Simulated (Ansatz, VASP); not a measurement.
## GaN: VASP beside Ansatz

The input INCAR:

```
  ALGO = Normal
  EDIFF = 1E-6
  ENCUT = 520
  GGA = PE
  ISIF = 2
  ISMEAR = 0
  ISPIN = 2
  LASPH = T
  LCHARG = F
  LORBIT = 11
  LREAL = F
  LWAVE = F
  MAGMOM = 0 0 1 1
  NBANDS = 30
  NELM = 150
  PREC = Accurate
  SIGMA = 0.1
```

Contents of KPOINTS:

```
k-points
0
Gamma
  4 4 6
```

File POSCAR:

```
GaN
1.0
    4.0645721500      0.0000000000      0.0000000000
    0.0000000000      4.0645721500      0.0000000000
    0.0000000000      0.0000000000      3.3525325100
Ga N
2 2
Direct
    0.0000000000      0.0000000000      0.5000000000
    0.5000000000      0.5000000000      0.5000000000
    0.5000000000      0.0000000000      0.6535902300
    0.0000000000      0.5000000000      0.3464097700
```

Input for Ansatz:

```yaml
crystal:
  lattice:
    - [4.06457215, 0.0, 0.0]
    - [0.0, 4.06457215, 0.0]
    - [0.0, 0.0, 3.35253251]
  atoms:
    - { symbol: Ga, position: [0.0, 0.0, 0.5] }
    - { symbol: Ga, position: [0.5, 0.5, 0.5] }
    - { symbol: "N", position: [0.5, 0.0, 0.65359023], spin: 1.0 }
    - { symbol: "N", position: [0.0, 0.5, 0.34640977], spin: 1.0 }
basis:
  ecutwfc: 420
kpoints:
  mp_grid: { grid: [4, 4, 6] }
hamiltonian:
  xc: pbe
scf:
  occupations: { method: gaussian, width: 0.1 }
  lower_state_search: "off"
output:
  forces: true
  stress: true
  eigenvalues: true
  populations: true
magnetization:
  spin_polarized: true
```

Alike in both runs: task single point; functional PBE; k mesh 4 × 4 × 6; occupations gaussian, width 0.1 eV; collinear spin.

|  | VASP | Ansatz |
| --- | --- | --- |
| version | VASP 6.6.1 | Ansatz 0.2.0 |
| potentials or method | VASP PAW PBE potentials, release 64 (Ga_d, N), cutoff 520 eV | scalar-relativistic, plane waves, PAW |
| valence electrons in the cell | 36 | 36 |

Ansatz gave:

* gap on the k mesh at the Fermi level (eV): none
* pressure (GPa): -13.7
* traceless stress, the component that is largest in VASP (GPa): 17.91
* rms of the force components (eV/Å): 0.067
* net moment per atom (μB): 0.00

**Question.** What did VASP give for the same quantities?

**Answer.** gap on the k mesh at the Fermi level (eV): none; pressure (GPa): -13.4; traceless stress, the component that is largest in VASP (GPa): 17.51; rms of the force components (eV/Å): 0.058; net moment per atom (μB): 0.01.

Atom by atom the forces differ by 0.009 eV/Å (rms over components). A gap of «none» marks a metal or a gap that the smearing closes. Ansatz's warnings: seeded moment not kept.

The k mesh is coarse, so the values compare programs but aren't converged.
